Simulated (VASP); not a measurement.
A run of VASP 6.6.1:

The input INCAR:

```
SYSTEM = SiO2
ALGO     = Normal         ! electronic algorithm
EDIFF    = 1E-6           ! SCF threshold, eV
ENCUT    = 520            ! plane-wave cutoff, eV
GGA      = PE             ! functional
ISIF     = 2              ! what is computed and relaxed
ISMEAR   = 0              ! smearing method
LASPH    = .True.         ! aspherical terms in the spheres
LCHARG   = .False.        ! write CHGCAR
LREAL    = .False.        ! projectors in reciprocal space
LWAVE    = .False.        ! write WAVECAR
NBANDS   = 25             ! bands
NELM     = 60             ! most SCF steps
PREC     = Accurate       ! precision mode
SIGMA    = 0.01           ! smearing width, eV
```

Contents of KPOINTS:

```
k-points
0
Gamma
  6 6 8
  0 0 0
```

The input POSCAR:

```
SiO2
1.0
    4.2357627961      0.0000000000      0.0000000000
    0.0000000000      4.2357627961      0.0000000000
    0.0000000000      0.0000000000      2.6904981268
Si O
2 4
Direct
    0.0000000000      0.0000000000      0.0000000000
    0.5000000000      0.5000000000      0.5000000000
    0.3069760528      0.3069760528      0.0000000000
    0.1930239472      0.8069760528      0.5000000000
    0.6930239472      0.6930239472      0.0000000000
    0.8069760528      0.1930239472      0.5000000000
```

Potentials or basis: VASP PAW PBE potentials, release 64 (Si, O).

Command:

```console
$ cat potpaw_PBE.64/Si/POTCAR potpaw_PBE.64/O/POTCAR > POTCAR
$ mpirun -np 1 vasp_std > vasp.out
```

Hardware: 1 thread of Intel(R) Xeon(R) 6975P-C (Granite Rapids), with other jobs on the host.

Question: Estimate the wall time of this run.

Answer: Wall time 15 s on 1 thread of Intel(R) Xeon(R) 6975P-C (Granite Rapids), on a shared host, peak memory 0.17 GiB. Counts: scf iterations 13, k points 50.
